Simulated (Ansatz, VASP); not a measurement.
W2N in VASP and in Ansatz

```
CELL_PARAMETERS angstrom
2.83521 0.00000 0.00000
-1.41760 2.45536 0.00000
0.00000 0.00000 17.65666
ATOMIC_POSITIONS crystal
W 0.00000 0.00000 0.07569
W 0.00000 0.00000 0.92431
W 0.33333 0.66667 0.26203
W 0.66667 0.33333 0.73797
W 0.33333 0.66667 0.41720
W 0.66667 0.33333 0.58280
N 0.00000 0.00000 0.50000
N 0.33333 0.66667 0.15033
N 0.66667 0.33333 0.84967
```

Alike in both runs: task relaxation of cell and atoms; functional PBEsol; k mesh 12 × 12 × 1; occupations gaussian, width 0.1 eV; no spin polarisation.

|  | VASP | Ansatz |
| --- | --- | --- |
| version | VASP 6.6.1 | Ansatz 0.2.0 |
| potentials or method | VASP PAW PBE potentials, release 64 (W_sv, N), cutoff 600 eV | scalar-relativistic, plane waves, PAW |
| valence electrons in the cell | 99 | 99 |

```tsv
	VASP	Ansatz	Ansatz less VASP
gap on the k mesh at the Fermi level, each at its own relaxed structure (eV)	none	none	-
relaxed volume (Å³/atom)	13.23	13.18	-0.056
relaxed cell length with the largest relative difference (Å)	17.468	17.432	-0.0361
```

VASP's potentials were made for PBE, not for PBEsol. A gap of «none» marks a metal or a gap that the smearing closes.

Spin-orbit coupling is off throughout.
